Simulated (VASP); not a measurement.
# AlN (a-plane nitride stack): single point with PBE

AlN (a-plane nitride stack):

```xyz
8
Lattice="5.4218 0.0000 0.0000 0.0000 5.0180 0.0000 0.0000 0.0000 3.1303" Properties=species:S:1:pos:R:3 pbc="T T T"
Al    1.8073    0.0000    0.0000
Al    3.6145    2.5090    0.0000
Al    0.9036    2.5090    1.5651
Al    4.5182    0.0000    1.5651
N     1.8073    1.9146    0.0000
N     3.6145    4.4236    0.0000
N     0.9036    4.4236    1.5651
N     4.5182    1.9146    1.5651
```

```yaml
Program: VASP 6.6.1
Task: single point
Functional: PBE
Potentials_or_basis: VASP PAW PBE potentials, release 64 (Al, N)
Cutoff: 520 eV
k_mesh: 4 × 4 × 7
Occupations: gaussian, width 0.01 eV
Spin: no spin polarisation
```

```
Pressure               : -0.3 GPa
Band gap on the k mesh : 4.04 eV
```

Levels at points of the mesh, in eV from the valence-band top:
```csv
k point,band 13,band 14,band 15,band 16,band 17,band 18,band 19,band 20
"(0.00, 0.00, 0.00)",-0.68,-0.20,-0.20,0.00,4.04,5.76,5.76,6.51
"(0.50, 0.00, 0.00)",-0.43,-0.43,-0.41,-0.41,6.06,6.06,7.50,7.50
"(0.00, 0.50, 0.00)",-0.53,-0.53,-0.53,-0.53,5.24,5.24,6.31,6.31
"(0.50, 0.50, 0.00)",-1.02,-1.02,-1.02,-1.02,6.44,6.44,6.44,6.44
```

Wall time 2 min on 1 thread of AMD EPYC 7R13 (shared host), peak memory 0.18 GiB.

A hybrid or GW would open this gap; PBE tends to underestimate it.
